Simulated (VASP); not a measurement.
# Be (P6_3/mmc) in VASP: further runs

The runs below take Be through single point, with PBEsol.

Program: VASP 6.6.1. These are calculated values, not measurements. Logs are shortened: lines on timing, memory, paths and dates and some standing lists are left out, and cuts for length are marked.

## (1) The cell of the first run

The structure is hexagonal, space group P6_3/mmc (No. 194). Conventional cell: a = 2.247 Å, b = 2.247 Å, c = 7.160 Å, α = 90.00°, β = 90.00°, γ = 120.00°. Be (site symmetry -3m) has 12 Be at 2.21 to 2.25 Å within 2.9 Å. Within 2.9 Å of Be (site symmetry -6m2) lie 12 Be at 2.21 to 2.25 Å.

## (2) Single point, PBEsol

File INCAR:

```
PREC = Accurate ; ENCUT = 520
EDIFF = 1E-7 ; ISMEAR = -1
SIGMA = 0.1 ; LREAL = False
LASPH = True ; NELM = 100
ALGO = Normal ; ISIF = 2
LWAVE = False ; LCHARG = True
GGA = PS ; LELF = True
LVHAR = True ; NBANDS = 12
```

File KPOINTS:

```
Automatic mesh
0
Gamma
  16 16 5
```

File POSCAR:

```
Be
1.0
    2.2472065555      0.0000000000      0.0000000000
   -1.1236032778      1.9461379646      0.0000000000
    0.0000000000      0.0000000000      7.1599276462
Be
4
Direct
    0.0000000000      0.0000000000      1.0000000000
    0.0000000000      0.0000000000      0.5000000000
    0.3333333333      0.6666666667      0.2500000000
    0.6666666667      0.3333333333      0.7500000000
```

Potentials or basis: VASP PAW PBE potentials, release 64 (Be).

The run is started by

```bash
> cat potpaw_PBE.64/Be/POTCAR > POTCAR
> mpirun -np 1 vasp_std > vasp.out
```

OUTCAR:

```text
PREC = Accurate
   ENCUT = 520
   EDIFF = 1E-7
   ISMEAR = -1
   LREAL = False
   LASPH = True
   NELM = 100
   ISIF = 2
   GGA = PS

 ion  position               nearest neighbor table
   1  0.000  0.000  0.000-   3 2.21   4 2.21   4 2.21   3 2.21   4 2.21   3 2.21
   2  0.000  0.000  0.500-   3 2.21   4 2.21   4 2.21   3 2.21   4 2.21   3 2.21
   3  0.333  0.667  0.250-   1 2.21   2 2.21   1 2.21   2 2.21   1 2.21   2 2.21
   4  0.667  0.333  0.750-   1 2.21   2 2.21   1 2.21   2 2.21   1 2.21   2 2.21

  LATTYP: Found a hexagonal cell.
 ALAT       =     2.2472065555
 C/A-ratio  =     3.1861457634

  Lattice vectors:

 A1 = (   2.2472065555,   0.0000000000,   0.0000000000)
 A2 = (  -1.1236032778,   1.9461379646,   0.0000000000)
 A3 = (   0.0000000000,   0.0000000000,   7.1599276462)

Analysis of symmetry for initial positions (statically):
=====================================================================
 Subroutine PRICEL returns:
 Original cell was already a primitive cell.

 Routine SETGRP: Setting up the symmetry group for a
 hexagonal supercell.

 Subroutine GETGRP returns: Found 24 space group operations
 (whereof 12 operations were pure point group operations)
 out of a pool of 24 trial point group operations.

The static configuration has the point symmetry D_3d.
 The point group associated with its full space group is D_6h.

Analysis of symmetry for dynamics (positions and initial velocities):
=====================================================================
 Subroutine PRICEL returns:
 Original cell was already a primitive cell.

 Routine SETGRP: Setting up the symmetry group for a
 hexagonal supercell.

 Subroutine GETGRP returns: Found 24 space group operations
 (whereof 12 operations were pure point group operations)
 out of a pool of 24 trial point group operations.

The dynamic configuration has the point symmetry D_3d.
 The point group associated with its full space group is D_6h.

 Subroutine INISYM returns: Found 24 space group operations
 (whereof 12 operations are pure point group operations),
 and found     1 'primitive' translations

----------------------------------------------------------------------------------------

                                     Primitive cell

  volume of cell :      31.3130

  direct lattice vectors                    reciprocal lattice vectors
     2.247206556  0.000000000  0.000000000     0.444996922  0.256919093  0.000000000
    -1.123603278  1.946137965  0.000000000     0.000000000  0.513838185  0.000000000
     0.000000000  0.000000000  7.159927646     0.000000000  0.000000000  0.139666216

  length of vectors
     2.247206556  2.247206556  7.159927646     0.513838185  0.513838185  0.139666216

  position of ions in fractional coordinates (direct lattice)
     0.000000000  0.000000000  0.000000000
     0.000000000  0.000000000  0.500000000
     0.333333333  0.666666667  0.250000000
     0.666666667  0.333333333  0.750000000

  ion indices of the primitive-cell ions
   primitive index   ion index
                 1           1
                 2           2
                 3           3
                 4           4

----------------------------------------------------------------------------------------

 KPOINTS: Automatic mesh

Automatic generation of k-mesh.
 Grid dimensions read from file:
 generate k-points for:   16   16    5

 Generating k-lattice:

  Cartesian coordinates                     Fractional coordinates (reciprocal lattice)
     0.027812308  0.016057443  0.000000000     0.062500000  0.000000000  0.000000000
     0.000000000  0.032114887  0.000000000     0.000000000  0.062500000  0.000000000
     0.000000000  0.000000000  0.027933243     0.000000000  0.000000000  0.200000000

  Length of vectors
     0.032114887  0.032114887  0.027933243

  Shift w.r.t. Gamma in fractional coordinates (k-lattice)
     0.000000000  0.000000000  0.000000000

 Subroutine IBZKPT returns following result:
 ===========================================

 Found     90 irreducible k-points:

 Following reciprocal coordinates:
            Coordinates               Weight
  0.000000  0.000000  0.000000      1.000000
  0.062500  0.000000  0.000000      6.000000
  0.125000  0.000000  0.000000      6.000000
  0.187500  0.000000  0.000000      6.000000
  0.250000  0.000000  0.000000      6.000000
  0.312500  0.000000  0.000000      6.000000
[... 16 lines left out ...]
  0.187500  0.187500  0.000000      6.000000
  0.250000  0.187500  0.000000     12.000000
 [... further k-points ...]
   k-points           NKPTS =     90   k-points in BZ     NKDIM =     90   number of bands    NBANDS=     12
   number of dos      NEDOS =    301   number of ions     NIONS =      4
   total plane-waves  NPLWV =  17496
   dimension x,y,z NGX =    18 NGY =   18 NGZ =   54
   dimension x,y,z NGXF=    36 NGYF=   36 NGZF=  108
   ions per type =               4
   NGX,Y,Z   is equivalent  to a cutoff of  13.32, 13.32, 12.54 a.u.
   NGXF,Y,Z  is equivalent  to a cutoff of  26.63, 26.63, 25.08 a.u.
 SYSTEM =  unknown system
   PREC   = accura    normal or accurate (medium, high low for compatibility)
   ISTART =      0    job   : 0-new  1-cont  2-samecut
   ICHARG =      2    charge: 1-file 2-atom 10-const
   ISPIN  =      1    spin polarized calculation?
   LNONCOLLINEAR =      F non collinear calculations
   LSORBIT =      F    spin-orbit coupling
   LASPH  =      T    aspherical Exc in radial PAW
   ENCUT  =  520.0 eV  38.22 Ry    6.18 a.u.   4.18  4.18 13.31*2*pi/ulx,y,z
   NELM   =    100;   NELMIN=  2; NELMDL= -5     # of ELM steps
   EDIFF  = 0.1E-06   stopping-criterion for ELM
   LREAL  =      F    real-space projection
   EDIFFG = 0.1E-05   stopping-criterion for IOM
   NSW    =      0    number of steps for IOM
   IBRION =     -1    ionic relax: 0-MD 1-quasi-New 2-CG
   NFREE  =      0    steps in history (QN), initial steepest desc. (CG)
   ISIF   =      2    stress and relaxation
   ISYM   =      2    0-nonsym 1-usesym 2-fastsym
   POTIM  = 0.5000    time-step for ionic-motion
   TEBEG  =    0.0;   TEEND  =   0.0 temperature during run
   PSTRESS=    0.0 pullay stress
   NELECT =       8.0000    total number of electrons
   NUPDOWN=      -1.0000    fix difference up-down
   EMIN   =  10.00;   EMAX   =-10.00  energy-range for DOS
   EFERMI =   0.00;   METHOD = LEGACY
   ISMEAR =    -1;   SIGMA  =   0.10  broadening in eV -4-tet -1-fermi 0-gaus
   EFERMI_NEDOS =   21; number of points for ismear=-14 and -15
   IALGO  =     38    algorithm
   IMIX   =      4    mixing-type and parameters
     AMIX     =   0.40;   BMIX     =  1.00
     AMIX_MAG =   1.60;   BMIX_MAG =  1.00
  volume/ion in A,a.u.               =       7.83        52.83
  Fermi-wavevector in a.u.,A,eV,Ry     =   1.038795  1.963037 14.681972  1.079095
  Thomas-Fermi vector in A             =   2.173295
   LORBIT       =      0    0 simple, 1 ext, 2 COOP (PROOUT), +10 PAW based schemes
   GGA     = PS    functional components
   LHFCALC =     F    Hartree Fock is set to
   AEXX    =    0.0000 exact exchange contribution
   IVDW    =     0    specifies the selected vdW correction
   LEPSILON=     F    determine dielectric tensor
   LRPA    =     F    only Hartree local field effects (RPA)
 non-spin polarized calculation
  energy-cutoff  :      520.00
  volume of cell :       31.31
 maximum number of plane-waves:       856
 NGX is ok and might be reduce to    18
   NGX =  9   NGY =  9   NGZ = 27

 number of electron       8.0000000 magnetization

 Free energy of the ion-electron system (eV)
  ---------------------------------------------------
  ext. energy  EPLUGINS =         0.00000000
  ---------------------------------------------------
  free energy    TOTEN  =       -15.87935168 eV

  energy without entropy =      -15.87248075  energy(sigma->0) =      -15.87591622

 E-fermi :   7.1561     XC(G=0): -10.6422

 val. band max:        7.1494150733   @ k =   0.3125   0.3125   0.4000
 cond. band min:       7.1710400445   @ k =   0.3125   0.1250   0.0000
 fundamental gap:      0.0216249711
 Fermi energy:         7.1560734519

 k-point     1 :       0.0000    0.0000    0.0000
  band No.  band energies     occupation
      1      -4.3026      2.00000
      2      -2.1835      2.00000
      3      -2.1566      2.00000
      4       2.4875      2.00000
      5       8.0588      0.00024
      6      17.5394      0.00000
      7      17.5426      0.00000
      8      23.5557      0.00000
      9      23.5557      0.00000
     10      24.7247      0.00000
     11      24.7264      0.00000
     12      25.0556      0.00000

 k-point     2 :       0.0625    0.0000    0.0000
  band No.  band energies     occupation
      1      -4.1894      2.00000
      2      -2.0674      2.00000
      3      -2.0404      2.00000
      4       2.6369      2.00000
      5       8.0930      0.00017
      6      17.5659      0.00000
      7      17.5803      0.00000
      8      22.5820      0.00000
      9      22.7924      0.00000
     10      24.2753      0.00000
     11      24.4565      0.00000
     12      24.5671      0.00000

 k-point     3 :       0.1250    0.0000    0.0000
  band No.  band energies     occupation
      1      -3.8494      2.00000
      2      -1.7200      2.00000
      3      -1.6928      2.00000
      4       3.0844      2.00000
      5       8.1874      0.00007
      6      17.5317      0.00000
      7      17.6464      0.00000
      8      20.6130      0.00000
      9      21.4477      0.00000
     10      22.4858      0.00000
     11      22.7012      0.00000
     12      23.6210      0.00000
[... 286 lines left out ...]
 k-point    23 :       0.1875    0.1875    0.0000
  band No.  band energies     occupation
      1      -1.2314      2.00000
      2       0.8951      2.00000
      3       0.9199      2.00000
      4       6.4613      1.99808
      5       8.5313      0.00000
      6      12.6589      0.00000
      7      14.2265      0.00000
      8      14.7016      0.00000
      9      15.2773      0.00000
     10      16.4034      0.00000
     11      18.6895      0.00000
     12      19.5748      0.00000

 k-point    24 :       0.2500    0.1875    0.0000
  band No.  band energies     occupation
      1      -0.0919      2.00000
      2       1.9897      2.00000
      3       2.0066      2.00000
      4       7.8547      0.00185
      5       8.2053      0.00006
      6      11.0176      0.00000
      7      12.3266      0.00000
      8      12.5302      0.00000
      9      13.8074      0.00000
     10      15.8159      0.00000
     11      18.1302      0.00000
     12      19.3383      0.00000

 [... further k-points ...]
[... 5 lines left out ...]
  --------------------------------------------------------------------------------------
  -------------------------------------------------------------------------------------
  Total        0.0704071      0.0704071      0.0744099     -0.0000000      0.0000000      0.0000000
  in kB        3.6024825      3.6024825      3.8072913     -0.0000000      0.0000000      0.0000000
  external PRESSURE =       3.6707521 kB  Pullay stress =       0.0000000 kB

 VOLUME and BASIS-vectors are now :
 -----------------------------------------------------------------------------
  energy-cutoff  :      520.00
  volume of cell :       31.31
      direct lattice vectors                 reciprocal lattice vectors
     2.247206556  0.000000000  0.000000000     0.444996922  0.256919093  0.000000000
    -1.123603278  1.946137965  0.000000000     0.000000000  0.513838185  0.000000000
     0.000000000  0.000000000  7.159927646     0.000000000  0.000000000  0.139666216

 POSITION                                       TOTAL-FORCE (eV/Angst)
 -----------------------------------------------------------------------------------
      0.00000      0.00000      0.00000        -0.000000      0.000000      0.000000
      0.00000      0.00000      3.57996        -0.000000      0.000000      0.000000
     -0.00000      1.29743      1.78998         0.000000      0.000000     -0.000000
      1.12360      0.64871      5.36995         0.000000     -0.000000      0.000000
 -----------------------------------------------------------------------------------
    total drift:                               -0.000000      0.000000     -0.000000

  FREE ENERGIE OF THE ION-ELECTRON SYSTEM (eV)
  ---------------------------------------------------
  free  energy   TOTEN  =       -15.8793516793 eV

  energy  without entropy=      -15.8724807511  energy(sigma->0) =      -15.87591622
```

Wall time 16 s (1 thread of Intel Xeon Platinum 8488C (Sapphire Rapids), shared host); peak memory 0.15 GiB.

Results:

| Item | Value |
| --- | --- |
| Free energy | -15.8794 eV |
| Pressure | 0.4 GPa |
| Band gap on the k mesh | zero (bands 4 and 5 overlap by 1.55 eV) |

Caveat: the PAW data sets were made with another functional, which shifts forces and pressure a little.

## (3) Single point, PBEsol (6.89 Å³/atom)

This run uses another cell than the first one, of 6.89 Å³/atom.

File INCAR:

```
  PREC = Accurate
  ENCUT = 520
  EDIFF = 1E-6
  ISMEAR = -1
  SIGMA = 0.1
  LREAL = False
  LASPH = True
  NELM = 80
  ALGO = Normal
  ISIF = 2
  LWAVE = False
  LCHARG = True
  GGA = PS
  LELF = True
  LVHAR = True
  NBANDS = 12
```

File KPOINTS:

```
Automatic mesh
0
Gamma
  18 18 5
```

File POSCAR:

```
Be
1.0
    2.1534620225      0.0000000000      0.0000000000
   -1.0767310113      1.8649528176      0.0000000000
    0.0000000000      0.0000000000      6.8612438999
Be
4
Direct
    0.0000000000      0.0000000000      1.0000000000
    0.0000000000      0.0000000000      0.5000000000
    0.3333333333      0.6666666667      0.2500000000
    0.6666666667      0.3333333333      0.7500000000
```

Potentials or basis: VASP PAW PBE potentials, release 64 (Be).

The run is started by

```bash
> cat potpaw_PBE.64/Be/POTCAR > POTCAR
> mpirun -np 1 vasp_std > vasp.out
```

Wall time 11 s (1 thread of Intel Xeon Platinum 8488C (Sapphire Rapids), shared host); peak memory 0.15 GiB.

It converged, with:

```yaml
Free_energy: -15.6514 eV
Pressure: 20.0 GPa
Band_gap_on_the_k_mesh: zero (bands 4 and 5 overlap by 1.52 eV)
```

Stress tensor (GPa, compression positive):
```
18.89  0.00  0.00
 0.00 18.89  0.00
 0.00  0.00 22.32
```

Levels at points of the mesh, in eV from the Fermi level:
```
           k point  band 2  band 3  band 4  band 5  band 6  band 7
(0.00, 0.00, 0.00)  -10.08  -10.05   -5.29    1.24   11.34   11.34
(0.50, 0.00, 0.00)   -4.49   -4.24   -3.06    1.53    1.62    4.45
```

Caveat: the cell stands under pressure; the PAW data sets were made with another functional, which shifts forces and pressure a little.

## (4) Single point, PBEsol (7.20 Å³/atom)

This run uses another cell than the first one, of 7.20 Å³/atom.

File INCAR:

```
PREC = Accurate ; ENCUT = 520
EDIFF = 1E-6 ; ISMEAR = -1
SIGMA = 0.1 ; LREAL = F
LASPH = T ; NELM = 60
ALGO = Normal ; ISIF = 2
LWAVE = F ; LCHARG = T
GGA = PS ; LELF = T
LVHAR = T ; NBANDS = 12
```

File KPOINTS:

```
regular mesh
0
Gamma
  18 18 5
```

File POSCAR:

```
Be
1.0
    2.1856079860      0.0000000000      0.0000000000
   -1.0928039930      1.8927920386      0.0000000000
    0.0000000000      0.0000000000      6.9636656253
Be
4
Direct
    0.0000000000      0.0000000000      1.0000000000
    0.0000000000      0.0000000000      0.5000000000
    0.3333333333      0.6666666667      0.2500000000
    0.6666666667      0.3333333333      0.7500000000
```

The run is started by

```bash
> cat potpaw_PBE.64/Be/POTCAR > POTCAR
> mpirun -np 1 vasp_std > vasp.out
```

Run time: 11 s. Hardware: 1 thread of Intel Xeon Platinum 8488C (Sapphire Rapids), shared host; peak memory 0.15 GiB.

The run converged. Its results:

```yaml
Free_energy: -15.7769 eV
Pressure: 12.3 GPa
Band_gap_on_the_k_mesh: zero (bands 4 and 5 overlap by 1.47 eV)
```

Stress tensor (GPa, compression positive):
```
11.45  0.00  0.00
 0.00 11.45  0.00
 0.00  0.00 13.97
```

Levels at points of the mesh, in eV from the Fermi level:
| k point | band 1 | band 2 | band 3 | band 4 | band 5 | band 6 | band 7 | band 8 |
| --- | --- | --- | --- | --- | --- | --- | --- | --- |
| (0.00, 0.00, 0.00) | -12.05 | -9.87 | -9.84 | -5.12 | 1.07 | 10.95 | 10.95 | 17.38 |
| (0.50, 0.00, 0.00) | -5.49 | -4.38 | -4.10 | -2.99 | 1.38 | 1.45 | 4.32 | 6.19 |

Caveat: the cell stands under pressure; the PAW data sets were made with another functional, which shifts forces and pressure a little.

(Continued in part 2 of 2.)

The gap in the log of VASP goes by the Fermi energy; the results here count the filled bands.